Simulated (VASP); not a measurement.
The system is Si2Mo.

```
Si Mo
1.0
    -1.60842    1.60842    3.93651
     1.60842   -1.60842    3.93651
     1.60842    1.60842   -3.93651
Si Mo
2 1
Direct
  0.33510 0.33510 0.00000
  0.66490 0.66490 0.00000
  0.00000 0.00000 0.00000
```

- Program: VASP 6.6.1
- Task: relaxation of cell and atoms
- Functional: PBEsol
- Potentials or basis: VASP PAW PBE potentials, release 64 (Si, Mo_sv)
- Cutoff: 600 eV
- k mesh: 18 × 18 × 18
- Occupations: gaussian, width 0.1 eV
- Spin: no spin polarisation

At the start: pressure -4.6 GPa; volume 13.58 Å³/atom.

Question: How do energy, volume and symmetry change on relaxing?

Answer: Over 11 steps the energy falls by 4.2 meV/atom and the volume is 13.29 Å³/atom (-2.1 %); space group I4/mmm (No. 139, to 0.1 Å) before and after.

Step by step:
```tsv
step	energy change (eV)	largest force (eV/Å)	pressure (GPa)	volume (Å³)
1	0.0000	0.0427	-4.57	40.74
2	0.0225	0.1396	8.42	38.50
3	-0.0126	0.0219	-0.04	39.88
4	-0.0126	0.0235	0.02	39.86
5	-0.0127	0.0024	0.05	39.85
6	-0.0127	0.0075	0.05	39.85
7	-0.0127	0.0081	0.05	39.85
8	-0.0127	0.0158	0.04	39.86
9	-0.0127	0.0084	0.05	39.85
10	-0.0127	0.0016	-0.08	39.87
11	-0.0127	0.0046	-0.03	39.86
```

Final structure:
```
Si Mo
1.0
    -1.59605    1.59605    3.91231
     1.59605   -1.59605    3.91231
     1.59605    1.59605   -3.91231
Si Mo
2 1
Cartesian
  0.0000 0.0000 2.6219
  0.0000 0.0000 5.2027
  0.0000 0.0000 0.0000
```

Caveat: the PAW data sets were made with another functional, which shifts forces and pressure a little.
